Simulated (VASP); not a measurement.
# Sn3Ge5 (P1) in VASP: single point with PBEsol+D3(BJ)

Aim: the single point of Sn3Ge5 with PBEsol+D3(BJ).

All numbers are computed with VASP 6.6.1; they aren't measurements. Logs are shortened: lines on timing, memory, paths and dates and some standing lists are left out, and cuts for length are marked.

## 1. The cell of the first run

The typed cell holds 32 atoms: a = 11.973 Å, b = 11.973 Å, c = 5.987 Å, α = 90.00°, β = 90.00°, γ = 90.00°.

## 2. Single point, PBEsol+D3(BJ)

File INCAR:

```
PREC     = Accurate       # precision mode
ENCUT    = 520            # plane-wave cutoff, eV
EDIFF    = 1E-7           # SCF threshold, eV
ISMEAR   = -1             # smearing method
SIGMA    = 0.05           # smearing width, eV
LREAL    = Auto         
LASPH    = True           # aspherical terms in the spheres
NELM     = 80             # most SCF steps
ALGO     = Normal         # electronic algorithm
ISIF     = 2              # what is computed and relaxed
LWAVE    = False          # write WAVECAR
LCHARG   = False          # write CHGCAR
GGA      = PS             # functional
IVDW     = 12             # dispersion correction
NBANDS   = 246            # bands
ISYM     = 0
```

File KPOINTS:

```
Automatic mesh
0
Gamma
  1 1 1
  0.25 0.25 0.25
```

File POSCAR:

```
Sn3Ge5
1.0
   11.9732000000      0.0000000000      0.0000000000
    0.0000000000     11.9732000000      0.0000000000
    0.0000000000      0.0000000000      5.9866000000
Sn Ge
12 20
Direct
    0.0050720000      0.9903730000      0.9886940000
    0.4923160000      0.4999800000      0.9832100000
    0.1262200000      0.1274600000      0.2435310000
    0.6230970000      0.1230510000      0.2652480000
    0.2414570000      0.7569150000      0.0154060000
    0.7497690000      0.2472330000      0.9908760000
    0.3722310000      0.8648190000      0.2492560000
    0.2638430000      0.5006520000      0.5102250000
    0.7421640000      0.5104310000      0.5127930000
    0.0029400000      0.7558830000      0.4958890000
    0.1346450000      0.3787120000      0.7473420000
    0.1279770000      0.8773620000      0.7709270000
    0.0082020000      0.5040560000      0.0083010000
    0.4885270000      0.0026480000      0.9984750000
    0.1236750000      0.6241640000      0.2398020000
    0.6129890000      0.6242340000      0.2482490000
    0.2505800000      0.2579430000      0.9976480000
    0.7541170000      0.7356750000      0.9981260000
    0.3776300000      0.3777230000      0.2735960000
    0.8769150000      0.3759490000      0.2484410000
    0.8766890000      0.8856090000      0.2521020000
    0.2533860000      0.0110300000      0.4956220000
    0.7525190000      0.9994370000      0.4966130000
    0.3731190000      0.1211420000      0.7370400000
    0.3710740000      0.6379300000      0.7421420000
    0.8759730000      0.1293740000      0.7423020000
    0.8748420000      0.6170590000      0.7255490000
    0.0029260000      0.2417690000      0.4820670000
    0.5008420000      0.2449570000      0.5046660000
    0.4899110000      0.7452010000      0.4998540000
    0.6336780000      0.3758800000      0.7498980000
    0.6249930000      0.8761970000      0.7433740000
```

Potentials or basis: VASP PAW PBE potentials, release 64 (Sn_d, Ge_d).

Started as:

```sh
$ cat potpaw_PBE.64/Sn_d/POTCAR potpaw_PBE.64/Ge_d/POTCAR > POTCAR
$ mpirun -np 1 vasp_std > vasp.out
```

OUTCAR:

```text
PREC = Accurate
   ENCUT = 520
   EDIFF = 1E-7
   ISMEAR = -1
   LREAL = Auto
   LASPH = True
   NELM = 80
   ISIF = 2
   GGA = PS
   IVDW = 12
   ISYM = 0
 IVDW          = 12

 ion  position               nearest neighbor table
   1  0.005  0.990  0.989-  12 2.39  21 2.53   3 2.67  26 2.71
   2  0.492  0.500  0.983-  16 2.61  25 2.63  31 2.65  19 2.66
   3  0.126  0.127  0.244-  28 2.47  22 2.56  17 2.61   1 2.67
   4  0.623  0.123  0.265-  29 2.52  23 2.55   6 2.68  14 2.69
   5  0.241  0.757  0.015-  12 2.46   7 2.47  15 2.51  25 2.67
   6  0.750  0.247  0.991-  31 2.53  26 2.55  20 2.66   4 2.68
[... 24 lines left out ...]
  31  0.634  0.376  0.750-   9 2.51   6 2.53   2 2.65  29 2.67
  32  0.625  0.876  0.743-  23 2.59  30 2.68  14 2.70  18 2.75

IMPORTANT INFORMATION: All symmetrisations will be switched off!
NOSYMM: (Re-)initialisation of all symmetry stuff for point group C_1.

----------------------------------------------------------------------------------------

                                     Primitive cell

  volume of cell :     858.2241

  direct lattice vectors                    reciprocal lattice vectors
    11.973200000  0.000000000  0.000000000     0.083519861  0.000000000  0.000000000
     0.000000000 11.973200000  0.000000000     0.000000000  0.083519861  0.000000000
     0.000000000  0.000000000  5.986600000     0.000000000  0.000000000  0.167039722

  length of vectors
    11.973200000 11.973200000  5.986600000     0.083519861  0.083519861  0.167039722

  position of ions in fractional coordinates (direct lattice)
     0.005072000  0.990373000  0.988694000
     0.492316000  0.499980000  0.983210000
     0.126220000  0.127460000  0.243531000
     0.623097000  0.123051000  0.265248000
     0.241457000  0.756915000  0.015406000
     0.749769000  0.247233000  0.990876000
[... 24 lines left out ...]
     0.633678000  0.375880000  0.749898000
     0.624993000  0.876197000  0.743374000

  ion indices of the primitive-cell ions
   primitive index   ion index
                 1           1
                 2           2
                 3           3
                 4           4
                 5           5
                 6           6
[... 24 lines left out ...]
                31          31
                32          32

----------------------------------------------------------------------------------------

 KPOINTS: Automatic mesh

Automatic generation of k-mesh.
 Grid dimensions read from file:
 generate k-points for:    1    1    1
[... 47 lines left out ...]
   IBRION =     -1    ionic relax: 0-MD 1-quasi-New 2-CG
   NFREE  =      0    steps in history (QN), initial steepest desc. (CG)
   ISIF   =      2    stress and relaxation
   ISYM   =      0    0-nonsym 1-usesym 2-fastsym
   POTIM  = 0.5000    time-step for ionic-motion
   TEBEG  =    0.0;   TEEND  =   0.0 temperature during run
   PSTRESS=    0.0 pullay stress
   NELECT =     448.0000    total number of electrons
   NUPDOWN=      -1.0000    fix difference up-down
   EMIN   =  10.00;   EMAX   =-10.00  energy-range for DOS
   EFERMI =   0.00;   METHOD = LEGACY
   ISMEAR =    -1;   SIGMA  =   0.05  broadening in eV -4-tet -1-fermi 0-gaus
   EFERMI_NEDOS =   21; number of points for ismear=-14 and -15
   IALGO  =     38    algorithm
   IMIX   =      4    mixing-type and parameters
     AMIX     =   0.40;   BMIX     =  1.00
     AMIX_MAG =   1.60;   BMIX_MAG =  1.00
  volume/ion in A,a.u.               =      26.82       180.99
  Fermi-wavevector in a.u.,A,eV,Ry     =   1.318157  2.490956 23.640651  1.737539
  Thomas-Fermi vector in A             =   2.448147
   LORBIT       =      0    0 simple, 1 ext, 2 COOP (PROOUT), +10 PAW based schemes
   GGA     = PS    functional components
   LHFCALC =     F    Hartree Fock is set to
   AEXX    =    0.0000 exact exchange contribution
   IVDW    =    12    specifies the selected vdW correction
   LEPSILON=     F    determine dielectric tensor
   LRPA    =     F    only Hartree local field effects (RPA)
 non-spin polarized calculation
  energy-cutoff  :      520.00
  volume of cell :      858.22
 maximum number of plane-waves:     23089
 NGX is ok and might be reduce to    90
   NGX = 45   NGY = 45   NGZ = 23

 number of electron     448.0000028 magnetization

 Free energy of the ion-electron system (eV)
  ---------------------------------------------------
  ext. energy  EPLUGINS =         0.00000000
  ---------------------------------------------------
  free energy    TOTEN  =      -143.17038496 eV

  energy without entropy =     -143.17031881  energy(sigma->0) =     -143.17035188

 E-fermi :   5.1548     XC(G=0):  -9.6703

 val. band max:        4.6472225999   @ k =  -0.2500  -0.2500   0.2500
 cond. band min:       5.6611169255   @ k =  -0.2500   0.2500   0.2500
 fundamental gap:      1.0138943256
 Fermi energy:         5.1548320126

 k-point     1 :       0.2500    0.2500    0.2500
  band No.  band energies     occupation
      1     -19.6421      2.00000
      2     -19.6046      2.00000
      3     -19.5729      2.00000
      4     -19.5656      2.00000
      5     -19.5566      2.00000
      6     -19.5464      2.00000
[... 945 lines left out ...]
    235       6.8129      0.00000
    236       6.8562      0.00000
 [bands above 236 left out]

------------------------ aborting loop because EDIFF is reached ----------------------------------------

 Edisp (eV)   -9.38236

 E8    (eV) :    -6.4316

  FORCE on cell =-STRESS in cart. coord.  units (eV):
  Direction    XX          YY          ZZ          XY          YZ          ZX
  --------------------------------------------------------------------------------------
  -------------------------------------------------------------------------------------
  Total       8.03987     6.62495     6.13471    -1.81053     1.61977     0.62986
  in kB      15.00924    12.36781    11.45260    -3.37999     3.02388     1.17586
  external pressure =       12.94 kB  Pullay stress =        0.00 kB

 VOLUME and BASIS-vectors are now :
 -----------------------------------------------------------------------------
  energy-cutoff  :      520.00
  volume of cell :      858.22
      direct lattice vectors                 reciprocal lattice vectors
    11.973200000  0.000000000  0.000000000     0.083519861  0.000000000  0.000000000
     0.000000000 11.973200000  0.000000000     0.000000000  0.083519861  0.000000000
     0.000000000  0.000000000  5.986600000     0.000000000  0.000000000  0.167039722

 POSITION                                       TOTAL-FORCE (eV/Angst)
 -----------------------------------------------------------------------------------
      0.06073     11.85793      5.91892        -3.534371      3.055161      1.612109
      5.89460      5.98636      5.88608         0.200623     -0.287866      0.208520
      1.51126      1.52610      1.45792         0.894682      0.127454     -0.403033
      7.46047      1.47331      1.58793        -0.499951     -0.761556     -0.646914
      2.89101      9.06269      0.09223         0.372300     -3.416069     -0.590575
      8.97713      2.96017      5.93198         0.683444      0.565345      0.326059
[... 24 lines left out ...]
      7.58715      4.50049      4.48934        -1.682951     -0.594997     -0.330190
      7.48317     10.49088      4.45028        -0.168789     -0.393439      0.264147
 -----------------------------------------------------------------------------------
    total drift:                               -0.008720      0.010024      0.039352

  FREE ENERGIE OF THE ION-ELECTRON SYSTEM (eV)
  ---------------------------------------------------
  free  energy   TOTEN  =      -152.5527430223 eV

  energy  without entropy=     -152.5526768676  energy(sigma->0) =     -152.55270994
```

OSZICAR:

```text
N       E                     dE             d eps       ncg     rms          rms(c)
DAV:   1     0.799772222137E+04    0.79977E+04   -0.18671E+05  2192   0.424E+03
DAV:   2     0.209005415495E+04   -0.59077E+04   -0.57190E+04  1968   0.120E+03
DAV:   3     0.223472356393E+03   -0.18666E+04   -0.18173E+04  1976   0.368E+02
DAV:   4    -0.116934800489E+03   -0.34041E+03   -0.32340E+03  2172   0.151E+02
DAV:   5    -0.144281672763E+03   -0.27347E+02   -0.26668E+02  2144   0.420E+01    0.153E+01
DAV:   6    -0.143767815751E+03    0.51386E+00   -0.12744E+01  3088   0.951E+00    0.742E+00
DAV:   7    -0.143160687297E+03    0.60713E+00   -0.19521E+00  2144   0.547E+00    0.156E+00
DAV:   8    -0.143160754104E+03   -0.66807E-04   -0.31792E-01  2288   0.537E+00    0.549E-01
DAV:   9    -0.143166773486E+03   -0.60194E-02   -0.60960E-02  2552   0.177E+00    0.286E-01
DAV:  10    -0.143169581052E+03   -0.28076E-02   -0.14263E-02  2128   0.102E+00    0.964E-02
DAV:  11    -0.143170138763E+03   -0.55771E-03   -0.29167E-03  2464   0.706E-01    0.354E-02
DAV:  12    -0.143170332258E+03   -0.19350E-03   -0.13882E-03  2408   0.230E-01    0.214E-02
DAV:  13    -0.143170369141E+03   -0.36882E-04   -0.35661E-04  2344   0.158E-01    0.973E-03
DAV:  14    -0.143170378243E+03   -0.91018E-05   -0.88837E-05  2392   0.828E-02    0.364E-03
DAV:  15    -0.143170384210E+03   -0.59671E-05   -0.52365E-05  2544   0.353E-02    0.274E-03
DAV:  16    -0.143170384740E+03   -0.53036E-06   -0.45629E-06  1896   0.210E-02    0.124E-03
DAV:  17    -0.143170384914E+03   -0.17401E-06   -0.18842E-06  1976   0.913E-03    0.526E-04
DAV:  18    -0.143170384962E+03   -0.47759E-07   -0.69436E-07  1552   0.473E-03
   1 F= -.15255274E+03 E0= -.15255271E+03  d E =-.661548E-04
```

stdout:

```text
POSCAR found type information on POSCAR SnGe
 POSCAR found :  2 types and      32 ions
 scaLAPACK will be used
 -----------------------------------------------------------------------------
|                                                                             |
|                                                                             |
|     You enforced a specific xc type in the INCAR file but a different       |
|     I HOPE YOU KNOW WHAT YOU ARE DOING!                                     |
|                                                                             |
 -----------------------------------------------------------------------------

 LDA part: xc-table for (Slater+PW92), standard interpolation
 POSCAR, INCAR and KPOINTS ok, starting setup
 FFT: planning ... GRIDC
 FFT: planning ... GRID_SOFT
 FFT: planning ... GRID
 WAVECAR not read
 entering main loop
```

Wall time 65 min (1 thread of Intel Xeon 8259CL, shared host); peak memory 1 GiB.

Results:

| Item | Value |
| --- | --- |
| Free energy | -152.5527 eV |
| Pressure | 1.3 GPa |
| Largest force | 4.942 eV/Å |
| Band gap on the k mesh | 1.01 eV (least direct gap 1.03 eV) |
| Dispersion energy per atom | -0.293 eV |

Forces on the atoms (eV/Å):
```
Sn  -3.534  3.055  1.612
Sn   0.201 -0.288  0.209
Sn   0.895  0.127 -0.403
Sn  -0.500 -0.762 -0.647
Sn   0.372 -3.416 -0.591
Sn   0.683  0.565  0.326
Sn   1.518  2.633  1.621
Sn  -0.614  1.699 -1.307
Sn  -0.382 -1.266 -1.927
Sn  -0.694 -0.726 -0.568
Sn  -2.250 -0.989  0.460
Sn   1.856  0.026 -4.544
Ge  -1.190 -0.303 -0.347
Ge   0.713 -0.228 -0.696
Ge  -0.111 -0.785  0.758
Ge   0.235  0.843 -0.126
Ge   1.561 -0.716  0.622
Ge  -0.233  0.853  0.119
Ge   0.756 -1.699 -1.450
Ge   0.589  0.310  0.173
Ge  -1.224 -1.040 -0.089
Ge   0.127 -0.935  0.455
Ge   0.446 -0.382  0.870
Ge   0.157  0.871  0.815
Ge   0.328  0.312  0.750
Ge   0.522 -0.799 -0.963
Ge   1.605  1.199  2.377
Ge  -1.298  1.471  1.178
Ge  -0.518  1.222  0.913
Ge   1.836  0.135  0.465
Ge  -1.683 -0.595 -0.330
Ge  -0.169 -0.393  0.264
```

Stress tensor (GPa, compression positive):
```
 1.50 -0.34  0.12
-0.34  1.24  0.30
 0.12  0.30  1.15
```

Levels at points of the mesh, in eV from the valence-band top:
```
           k point  band 222  band 223  band 224  band 225  band 226  band 227
(0.25, 0.25, 0.25)     -0.25     -0.10     -0.07      1.07      1.35      1.50
```

Caveat: the PAW data sets were made with another functional, which shifts forces and pressure a little; spin-orbit coupling is left out, which moves the levels of the heavy elements; a shifted mesh leaves out Γ, where band edges can lie.
